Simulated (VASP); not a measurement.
# LiF (P6_3mc) in VASP: a series of runs

Runs on LiF. Level: LDA. Tasks: single point.

Everything below comes from runs of VASP 6.6.1. Logs are shortened: lines on timing, memory, paths and dates and some standing lists are left out, and cuts for length are marked.

## (1) The cell of the first run

The structure is hexagonal, space group P6_3mc (No. 186). The conventional cell has a = 3.013 Å, b = 3.013 Å, c = 4.862 Å, α = 90.00°, β = 90.00°, γ = 120.00°. Li (site symmetry 3m) has 4 F at 1.82 to 1.91 Å within 2.4 Å. Within 2.4 Å of F (site symmetry 3m) lie 4 Li at 1.82 to 1.91 Å.

## (2) Single point, LDA (9.56 Å³/atom)

File INCAR:

```
SYSTEM = LiF
PREC = Accurate
ENCUT = 520
EDIFF = 1E-7
ISMEAR = 0
SIGMA = 0.05
LREAL = .False.
LASPH = .True.
NELM = 100
ALGO = Normal
ISIF = 2
LWAVE = .False.
LCHARG = .True.
GGA = CA
LELF = .True.
LVHAR = .True.
NBANDS = 18
```

File KPOINTS:

```
regular mesh
0
Gamma
  9 9 6
  0 0 0
```

File POSCAR:

```
LiF
1.0
    3.0132384476      0.0000000000      0.0000000000
   -1.5066192238      2.6095410433      0.0000000000
    0.0000000000      0.0000000000      4.8621615591
Li F
2 2
Direct
    0.3333333333      0.6666666667      0.3839784076
    0.6666666667      0.3333333333      0.8839784076
    0.3333333333      0.6666666667      0.9910195924
    0.6666666667      0.3333333333      0.4910195924
```

Potentials or basis: VASP PAW LDA potentials, release 64 (Li_sv, F).

Launch:

```
$ cat potpaw_LDA.64/Li_sv/POTCAR potpaw_LDA.64/F/POTCAR > POTCAR
$ mpirun -np 1 vasp_std > vasp.out
```

OUTCAR:

```text
SYSTEM = LiF
   PREC = Accurate
   ENCUT = 520
   EDIFF = 1E-7
   ISMEAR = 0
   LREAL = .False.
   LASPH = .True.
   NELM = 100
   ISIF = 2
   GGA = CA

 ion  position               nearest neighbor table
   1  0.333  0.667  0.384-   4 1.82   4 1.82   4 1.82   3 1.91
   2  0.667  0.333  0.884-   3 1.82   3 1.82   3 1.82   4 1.91
   3  0.333  0.667  0.991-   2 1.82   2 1.82   2 1.82   1 1.91
   4  0.667  0.333  0.491-   1 1.82   1 1.82   1 1.82   2 1.91

  LATTYP: Found a hexagonal cell.
 ALAT       =     3.0132384476
 C/A-ratio  =     1.6136000000

  Lattice vectors:

 A1 = (   3.0132384476,   0.0000000000,   0.0000000000)
 A2 = (  -1.5066192238,   2.6095410433,   0.0000000000)
 A3 = (   0.0000000000,   0.0000000000,   4.8621615591)

Analysis of symmetry for initial positions (statically):
=====================================================================
 Subroutine PRICEL returns:
 Original cell was already a primitive cell.

 Routine SETGRP: Setting up the symmetry group for a
 hexagonal supercell.

 Subroutine GETGRP returns: Found 12 space group operations
 (whereof  6 operations were pure point group operations)
 out of a pool of 24 trial point group operations.

The static configuration has the point symmetry C_3v.
 The point group associated with its full space group is C_6v.

Analysis of symmetry for dynamics (positions and initial velocities):
=====================================================================
 Subroutine PRICEL returns:
 Original cell was already a primitive cell.

 Routine SETGRP: Setting up the symmetry group for a
 hexagonal supercell.

 Subroutine GETGRP returns: Found 12 space group operations
 (whereof  6 operations were pure point group operations)
 out of a pool of 24 trial point group operations.

The dynamic configuration has the point symmetry C_3v.
 The point group associated with its full space group is C_6v.

 Subroutine INISYM returns: Found 12 space group operations
 (whereof  6 operations are pure point group operations),
 and found     1 'primitive' translations

----------------------------------------------------------------------------------------

                                     Primitive cell

  volume of cell :      38.2320

  direct lattice vectors                    reciprocal lattice vectors
     3.013238448  0.000000000  0.000000000     0.331868857  0.191604574  0.000000000
    -1.506619224  2.609541043  0.000000000     0.000000000  0.383209148  0.000000000
     0.000000000  0.000000000  4.862161559     0.000000000  0.000000000  0.205669842

  length of vectors
     3.013238448  3.013238448  4.862161559     0.383209148  0.383209148  0.205669842

  position of ions in fractional coordinates (direct lattice)
     0.333333333  0.666666667  0.383978408
     0.666666667  0.333333333  0.883978408
     0.333333333  0.666666667  0.991019592
     0.666666667  0.333333333  0.491019592

  ion indices of the primitive-cell ions
   primitive index   ion index
                 1           1
                 2           2
                 3           3
                 4           4

----------------------------------------------------------------------------------------

 KPOINTS: regular mesh

Automatic generation of k-mesh.
 Grid dimensions read from file:
 generate k-points for:    9    9    6

 Generating k-lattice:

  Cartesian coordinates                     Fractional coordinates (reciprocal lattice)
     0.036874317  0.021289397  0.000000000     0.111111111  0.000000000  0.000000000
     0.000000000  0.042578794  0.000000000     0.000000000  0.111111111  0.000000000
     0.000000000  0.000000000  0.034278307     0.000000000  0.000000000  0.166666667

  Length of vectors
     0.042578794  0.042578794  0.034278307

  Shift w.r.t. Gamma in fractional coordinates (k-lattice)
     0.000000000  0.000000000  0.000000000

 Subroutine IBZKPT returns following result:
 ===========================================

 Found     48 irreducible k-points:

 Following reciprocal coordinates:
            Coordinates               Weight
  0.000000  0.000000  0.000000      1.000000
  0.111111  0.000000  0.000000      6.000000
  0.222222  0.000000  0.000000      6.000000
  0.333333  0.000000  0.000000      6.000000
  0.444444  0.000000  0.000000      6.000000
  0.111111  0.111111  0.000000      6.000000
[... 16 lines left out ...]
  0.333333  0.222222  0.166667     24.000000
  0.333333  0.333333  0.166667      4.000000
 [... further k-points ...]
   k-points           NKPTS =     48   k-points in BZ     NKDIM =     48   number of bands    NBANDS=     18
   number of dos      NEDOS =    301   number of ions     NIONS =      4
   total plane-waves  NPLWV =  20736
   dimension x,y,z NGX =    24 NGY =   24 NGZ =   36
   dimension x,y,z NGXF=    48 NGYF=   48 NGZF=   72
   ions per type =               2   2
   NGX,Y,Z   is equivalent  to a cutoff of  13.24, 13.24, 12.31 a.u.
[... 106 lines left out ...]
      2     -41.7275      2.00000
      3     -21.5464      2.00000
      4     -21.4037      2.00000
      5      -4.6041      2.00000
      6      -3.9655      2.00000
[... 10 lines left out ...]
     17      17.0447      0.00000
     18      17.7962      0.00000

 k-point     5 :       0.4444    0.0000    0.0000
  band No.  band energies     occupation
      1     -41.7433      2.00000
      2     -41.7250      2.00000
      3     -21.4961      2.00000
      4     -21.4131      2.00000
      5      -4.7543      2.00000
      6      -3.9647      2.00000
[... 10 lines left out ...]
     17      16.7837      0.00000
     18      18.2492      0.00000

 k-point     6 :       0.1111    0.1111    0.0000
  band No.  band energies     occupation
      1     -41.7785      2.00000
      2     -41.7360      2.00000
      3     -21.6210      2.00000
      4     -21.4075      2.00000
      5      -4.7633      2.00000
      6      -3.5002      2.00000
[... 10 lines left out ...]
     17      17.5836      0.00000
     18      17.8794      0.00000

 k-point     7 :       0.2222    0.1111    0.0000
  band No.  band energies     occupation
      1     -41.7624      2.00000
      2     -41.7294      2.00000
      3     -21.5678      2.00000
      4     -21.4025      2.00000
      5      -4.5646      2.00000
      6      -4.0077      2.00000
[... 10 lines left out ...]
     17      17.4561      0.00000
     18      18.0429      0.00000

 k-point     8 :       0.3333    0.1111    0.0000
  band No.  band energies     occupation
      1     -41.7466      2.00000
      2     -41.7253      2.00000
      3     -21.5107      2.00000
      4     -21.4074      2.00000
      5      -4.6447      2.00000
      6      -4.1034      2.00000
[... 10 lines left out ...]
     17      16.7847      0.00000
     18      18.3287      0.00000
[... 229 lines left out ...]
     17      17.3431      0.00000
     18      17.8748      0.00000

 k-point    20 :       0.3333    0.1111    0.1667
  band No.  band energies     occupation
      1     -41.7452      2.00000
      2     -41.7267      2.00000
      3     -21.5045      2.00000
      4     -21.4151      2.00000
      5      -4.6177      2.00000
      6      -4.1161      2.00000
[... 10 lines left out ...]
     17      16.8603      0.00000
     18      18.2095      0.00000

 k-point    21 :       0.4444    0.1111    0.1667
  band No.  band energies     occupation
      1     -41.7382      2.00000
      2     -41.7257      2.00000
      3     -21.4765      2.00000
      4     -21.4219      2.00000
      5      -4.7527      2.00000
      6      -4.0576      2.00000
[... 10 lines left out ...]
     17      16.5138      0.00000
     18      18.4197      0.00000

 k-point    22 :       0.2222    0.2222    0.1667
  band No.  band energies     occupation
      1     -41.7464      2.00000
      2     -41.7269      2.00000
      3     -21.5100      2.00000
      4     -21.4133      2.00000
      5      -4.4494      2.00000
      6      -4.3182      2.00000
[... 10 lines left out ...]
     17      17.0933      0.00000
     18      18.4820      0.00000

 k-point    23 :       0.3333    0.2222    0.1667
  band No.  band energies     occupation
      1     -41.7355      2.00000
      2     -41.7257      2.00000
      3     -21.4681      2.00000
      4     -21.4216      2.00000
      5      -4.7239      2.00000
      6      -4.1006      2.00000
[... 10 lines left out ...]
     17      16.3826      0.00000
     18      18.6698      0.00000

 k-point    24 :       0.3333    0.3333    0.1667
  band No.  band energies     occupation
      1     -41.7285      2.00000
      2     -41.7285      2.00000
      3     -21.4387      2.00000
      4     -21.4387      2.00000
      5      -4.7928      2.00000
      6      -3.8754      2.00000
[... 10 lines left out ...]
     17      15.8296      0.00000
     18      18.7542      0.00000

 [... further k-points ...]

------------------------ aborting loop because EDIFF is reached ----------------------------------------

  FORCE on cell =-STRESS in cart. coord.  units (eV):
  Direction    XX          YY          ZZ          XY          YZ          ZX
  --------------------------------------------------------------------------------------
  -------------------------------------------------------------------------------------
  Total       -0.0903662     -0.0903662     -1.0883917      0.0000000     -0.0000000      0.0000000
  in kB       -3.7869510     -3.7869510    -45.6109170      0.0000000     -0.0000000      0.0000000
  external PRESSURE =     -17.7282730 kB  Pullay stress =       0.0000000 kB

 VOLUME and BASIS-vectors are now :
 -----------------------------------------------------------------------------
  energy-cutoff  :      520.00
  volume of cell :       38.23
      direct lattice vectors                 reciprocal lattice vectors
     3.013238448  0.000000000  0.000000000     0.331868857  0.191604574  0.000000000
    -1.506619224  2.609541043  0.000000000     0.000000000  0.383209148  0.000000000
     0.000000000  0.000000000  4.862161559     0.000000000  0.000000000  0.205669842

 POSITION                                       TOTAL-FORCE (eV/Angst)
 -----------------------------------------------------------------------------------
     -0.00000      1.73969      1.86697        -0.000000      0.000000     -0.174511
      1.50662      0.86985      4.29805         0.000000      0.000000     -0.174511
     -0.00000      1.73969      4.81850        -0.000000      0.000000      0.174511
      1.50662      0.86985      2.38742         0.000000     -0.000000      0.174511
 -----------------------------------------------------------------------------------
    total drift:                                0.000000     -0.000000      0.000902

  FREE ENERGIE OF THE ION-ELECTRON SYSTEM (eV)
  ---------------------------------------------------
  free  energy   TOTEN  =       -20.7884793444 eV

  energy  without entropy=      -20.7884793444  energy(sigma->0) =      -20.78847934
```

Wall time 9.4 s (1 thread of Intel Xeon 6975P-C (Granite Rapids), shared host); peak memory 0.14 GiB.

Results:

* Free energy: -20.7885 eV
* Largest force: 0.175 eV/Å
* Band gap on the k mesh: 7.69 eV

Forces on the atoms (eV/Å):
```
Li   0.000  0.000 -0.175
Li   0.000  0.000 -0.175
F    0.000  0.000  0.175
F    0.000  0.000  0.175
```

Levels at points of the mesh, in eV from the valence-band top:
```csv
k point,band 7,band 8,band 9,band 10,band 11,band 12,band 13,band 14
"(0.00, 0.00, 0.00)",-0.47,-0.16,-0.16,0.00,7.69,11.80,15.21,18.63
"(0.00, 0.00, 0.50)",-0.31,-0.31,-0.31,-0.31,9.38,9.38,17.29,17.29
```

Caveat: the cutoff is under 1.25 times the usual one of these potentials, so pressure, stress and relaxed cells hold a basis-set (Pulay) error; an odd mesh through Γ misses points on the zone boundary, where band edges can lie.

## (3) Single point, LDA (9.85 Å³/atom)

This run uses another cell than the first one, of 9.85 Å³/atom.

File INCAR:

```
  PREC = Accurate
  ENCUT = 520
  EDIFF = 1E-7
  ISMEAR = 0
  SIGMA = 0.05
  LREAL = F
  LASPH = T
  NELM = 100
  ALGO = Normal
  ISIF = 2
  LWAVE = F
  LCHARG = F
  NBANDS = 18
```

File KPOINTS:

```
Automatic mesh
0
Gamma
  9 9 6
```

File POSCAR:

```
LiF
1.0
    3.2202726386      0.0000000000      0.0000000000
   -1.6101363193      2.7888379121      0.0000000000
    0.0000000000      0.0000000000      4.3889095791
Li F
2 2
Direct
    0.3333333333      0.6666666667      0.3839784076
    0.6666666667      0.3333333333      0.8839784076
    0.3333333333      0.6666666667      0.9910195924
    0.6666666667      0.3333333333      0.4910195924
```

Potentials or basis: VASP PAW LDA potentials, release 64 (Li_sv, F).

Launch:

```
$ cat potpaw_LDA.64/Li_sv/POTCAR potpaw_LDA.64/F/POTCAR > POTCAR
$ mpirun -np 1 vasp_std > vasp.out
```

Run time: 9.5 s. Hardware: 1 thread of Intel Xeon 6975P-C (Granite Rapids), shared host; peak memory 0.14 GiB.

Results (log left out):

| Property | Result |
| --- | --- |
| Free energy | -20.6740 eV |
| Largest force | 0.629 eV/Å |
| Band gap on the k mesh | 7.38 eV |

Forces on the atoms (eV/Å):
```
Li   0.000  0.000  0.629
Li   0.000  0.000  0.629
F    0.000  0.000 -0.629
F    0.000  0.000 -0.629
```

Levels at points of the mesh, in eV from the valence-band top:
```
           k point  band 8  band 9  band 10  band 11  band 12  band 13
(0.00, 0.00, 0.00)   -0.27   -0.27     0.00     7.38    12.52    15.70
(0.00, 0.00, 0.50)   -0.55   -0.55    -0.55     9.29     9.29    17.21
```

Caveat: the cutoff is under 1.25 times the usual one of these potentials, so pressure, stress and relaxed cells hold a basis-set (Pulay) error; an odd mesh through Γ misses points on the zone boundary, where band edges can lie.

## (4) Single point, LDA (9.85 Å³/atom)

This run uses another cell than the first one, of 9.85 Å³/atom.

File INCAR:

```
SYSTEM = LiF
PREC = Accurate ; ENCUT = 520
EDIFF = 1E-7 ; ISMEAR = 0
SIGMA = 0.05 ; LREAL = .False.
LASPH = .True. ; NELM = 100
ALGO = Normal ; ISIF = 2
LWAVE = .False. ; LCHARG = .False.
NBANDS = 18
```

File KPOINTS:

```
regular mesh
0
Gamma
  9 9 6
  0 0 0
```

File POSCAR:

```
LiF
1.0
    3.1183873019      0.0000000000      0.0000000000
   -1.5591936509      2.7006026223      0.0000000000
    0.0000000000      0.0000000000      4.6803875014
Li F
2 2
Direct
    0.3333333333      0.6666666667      0.3839784076
    0.6666666667      0.3333333333      0.8839784076
    0.3333333333      0.6666666667      0.9910195924
    0.6666666667      0.3333333333      0.4910195924
```

Launch:

```
$ cat potpaw_LDA.64/Li_sv/POTCAR potpaw_LDA.64/F/POTCAR > POTCAR
$ mpirun -np 1 vasp_std > vasp.out
```

Run time: 9.2 s. Hardware: 1 thread of Intel Xeon 6975P-C (Granite Rapids), shared host; peak memory 0.14 GiB.

The run converged. Its results:

```
Free energy            : -20.7803 eV
Largest force          : 0.076 eV/Å
Band gap on the k mesh : 7.46 eV
```

Forces in eV/Å, atoms in the order of the input:
```
Li   0.000  0.000  0.076
Li   0.000  0.000  0.076
F    0.000  0.000 -0.076
F    0.000  0.000 -0.076
```

Levels at points of the mesh, in eV from the valence-band top:
| k point | band 8 | band 9 | band 10 | band 11 | band 12 | band 13 |
| --- | --- | --- | --- | --- | --- | --- |
| (0.00, 0.00, 0.00) | -0.24 | -0.24 | 0.00 | 7.46 | 11.93 | 15.17 |
| (0.00, 0.00, 0.50) | -0.44 | -0.44 | -0.44 | 9.22 | 9.22 | 17.54 |

Caveat: the cutoff is under 1.25 times the usual one of these potentials, so pressure, stress and relaxed cells hold a basis-set (Pulay) error; an odd mesh through Γ misses points on the zone boundary, where band edges can lie.

## (5) Single point, LDA (9.85 Å³/atom)

This run uses another cell than the first one, of 9.85 Å³/atom.

File INCAR:

```
PREC     = Accurate       # precision mode
ENCUT    = 520            # plane-wave cutoff, eV
EDIFF    = 1E-7           # SCF threshold, eV
ISMEAR   = 0              # smearing method
SIGMA    = 0.05           # smearing width, eV
LREAL    = False          # projectors in reciprocal space
LASPH    = True           # aspherical terms in the spheres
NELM     = 100            # most SCF steps
ALGO     = Normal         # electronic algorithm
ISIF     = 2              # what is computed and relaxed
LWAVE    = False          # write WAVECAR
LCHARG   = False          # write CHGCAR
NBANDS   = 18             # bands
```

File KPOINTS:

```
Automatic mesh
0
Gamma
  9 9 6
```

File POSCAR:

```
LiF
1.0
    3.1688736723      0.0000000000      0.0000000000
   -1.5844368362      2.7443251016      0.0000000000
    0.0000000000      0.0000000000      4.5324400135
Li F
2 2
Direct
    0.3333333333      0.6666666667      0.3839784076
    0.6666666667      0.3333333333      0.8839784076
    0.3333333333      0.6666666667      0.9910195924
    0.6666666667      0.3333333333      0.4910195924
```

Launch:

```
$ cat potpaw_LDA.64/Li_sv/POTCAR potpaw_LDA.64/F/POTCAR > POTCAR
$ mpirun -np 1 vasp_std > vasp.out
```

It took 9.1 s on 1 thread of Intel Xeon 6975P-C (Granite Rapids), shared host; peak memory 0.14 GiB.

Results (log left out):

```yaml
Free_energy: -20.7454 eV
Largest_force: 0.311 eV/Å
Band_gap_on_the_k_mesh: 7.41 eV
```

Forces on the atoms (eV/Å):
```
Li   0.000  0.000  0.311
Li   0.000  0.000  0.311
F    0.000  0.000 -0.311
F    0.000  0.000 -0.311
```

Levels at points of the mesh, in eV from the valence-band top:
| k point | band 7 | band 8 | band 9 | band 10 | band 11 | band 12 | band 13 | band 14 |
| --- | --- | --- | --- | --- | --- | --- | --- | --- |
| (0.00, 0.00, 0.00) | -0.74 | -0.27 | -0.27 | 0.00 | 7.41 | 12.20 | 15.41 | 17.33 |
| (0.00, 0.00, 0.50) | -0.50 | -0.50 | -0.50 | -0.50 | 9.24 | 9.24 | 17.58 | 17.58 |

Caveat: the cutoff is under 1.25 times the usual one of these potentials, so pressure, stress and relaxed cells hold a basis-set (Pulay) error; an odd mesh through Γ misses points on the zone boundary, where band edges can lie.

## (6) Single point, LDA (9.85 Å³/atom)

This run uses another cell than the first one, of 9.85 Å³/atom.

File INCAR:

```
PREC = Accurate ; ENCUT = 520
EDIFF = 1E-6 ; ISMEAR = 0
SIGMA = 0.05 ; LREAL = F
LASPH = T ; NELM = 80
ALGO = Normal ; ISIF = 2
LWAVE = F ; LCHARG = F
NBANDS = 18
```

KPOINTS is that of step 5.

File POSCAR:

```
LiF
1.0
    3.0686304862      0.0000000000      0.0000000000
   -1.5343152431      2.6575119559      0.0000000000
    0.0000000000      0.0000000000      4.8333998789
Li F
2 2
Direct
    0.3333333333      0.6666666667      0.3839784076
    0.6666666667      0.3333333333      0.8839784076
    0.3333333333      0.6666666667      0.9910195924
    0.6666666667      0.3333333333      0.4910195924
```

Potentials or basis: VASP PAW LDA potentials, release 64 (Li_sv, F).

Launch:

```
$ cat potpaw_LDA.64/Li_sv/POTCAR potpaw_LDA.64/F/POTCAR > POTCAR
$ mpirun -np 1 vasp_std > vasp.out
```

It took 8.5 s on 1 thread of Intel Xeon 6975P-C (Granite Rapids), shared host; peak memory 0.15 GiB.

It converged, with:

```yaml
Free_energy: -20.7825 eV
Largest_force: 0.092 eV/Å
Band_gap_on_the_k_mesh: 7.51 eV
```

Forces in eV/Å, atoms in the order of the input:
```
Li   0.000  0.000 -0.092
Li   0.000  0.000 -0.092
F    0.000  0.000  0.092
F    0.000  0.000  0.092
```

Levels at points of the mesh, in eV from the valence-band top:
```tsv
k point	band 8	band 9	band 10	band 11	band 12	band 13
(0.00, 0.00, 0.00)	-0.19	-0.19	0.00	7.51	11.70	14.98
(0.00, 0.00, 0.50)	-0.35	-0.35	-0.35	9.20	9.20	17.19
```

Caveat: the cutoff is under 1.25 times the usual one of these potentials, so pressure, stress and relaxed cells hold a basis-set (Pulay) error; an odd mesh through Γ misses points on the zone boundary, where band edges can lie.

## (7) Summary

| cell | gap on the mesh (eV) | largest force (eV/Å) |
| --- | --- | --- |
| a = 3.013, b = 3.013, c = 4.862 Å, angles 90.0, 90.0, 120.0°, 4 atoms | 7.69 | 0.17 |
| a = 3.220, b = 3.220, c = 4.389 Å, angles 90.0, 90.0, 120.0°, 4 atoms | 7.38 | 0.63 |
| a = 3.118, b = 3.118, c = 4.680 Å, angles 90.0, 90.0, 120.0°, 4 atoms | 7.46 | 0.08 |
| a = 3.169, b = 3.169, c = 4.532 Å, angles 90.0, 90.0, 120.0°, 4 atoms | 7.41 | 0.31 |
| a = 3.069, b = 3.069, c = 4.833 Å, angles 90.0, 90.0, 120.0°, 4 atoms | 7.51 | 0.09 |

Alike in all rows: task single point; level LDA; potentials or basis VASP PAW LDA potentials, release 64 (Li_sv, F); no spin polarisation; k mesh 9 × 9 × 6; cutoff (eV) 520; smearing gaussian 0.05 eV.

Caveats: the cutoff is under 1.25 times the usual one of these potentials, so pressure, stress and relaxed cells hold a basis-set (Pulay) error; an odd mesh through Γ misses points on the zone boundary, where band edges can lie.

Total energies depend on the potentials used, so only differences within one code and one set of settings carry meaning.
